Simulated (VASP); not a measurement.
Set up this calculation in VASP 6.6.1, as the native input.

| Property | Result |
| --- | --- |
| Task | single point |
| Functional | PBE |
| Potentials or basis | VASP PAW PBE potentials, release 64 (Al, Ni, Pd) |
| Cutoff | 520 eV |
| k mesh | 10 × 10 × 10 |
| Occupations | gaussian, width 0.1 eV |
| Spin | no spin polarisation |
| Dipole correction | no |
| Further INCAR settings | ALGO = Fast; EDIFF = 1e-06; NBANDS = 36 |

The structure of Al4NiPd3 lies in POSCAR:

```
Al4NiPd3
1.0
   -3.0373203000      3.0373203000      3.0373203000
    3.0373203000     -3.0373203000      3.0373203000
    3.0373203000      3.0373203000     -3.0373203000
Al Ni Pd
4 1 3
Direct
    0.5000000000      0.5000000000      0.5000000000
    0.0000000000      0.5000000000      0.0000000000
    0.5000000000      0.0000000000      0.0000000000
    0.0000000000      0.0000000000      0.5000000000
    0.0000000000      0.0000000000      0.0000000000
    0.5000000000      0.0000000000      0.5000000000
    0.0000000000      0.5000000000      0.5000000000
    0.5000000000      0.5000000000      0.0000000000
```

One way to write it, as run:

INCAR

```
PREC = Accurate
ENCUT = 520
EDIFF = 1E-6
ISMEAR = 0
SIGMA = 0.1
LREAL = False
LASPH = True
NELM = 60
ALGO = Fast
ISIF = 2
LWAVE = False
LCHARG = True
GGA = PE
LELF = True
LVHAR = True
NBANDS = 36
```

KPOINTS

```
Automatic mesh
0
Gamma
  10 10 10
```

Potentials or basis: VASP PAW PBE potentials, release 64 (Al, Ni, Pd).

Run with:

```sh
$ cat potpaw_PBE.64/Al/POTCAR potpaw_PBE.64/Ni/POTCAR potpaw_PBE.64/Pd/POTCAR > POTCAR
$ mpirun -np 1 vasp_std > vasp.out
```

It gave:

```yaml
Pressure: 0.0 GPa
Band_gap_on_the_k_mesh: zero (bands 26 and 27 overlap by 2.95 eV)
```

Wall time 3.7 min on 1 thread of AMD EPYC 7R43 64-Core Processor (Zen 3), on a shared host, peak memory 0.32 GiB.
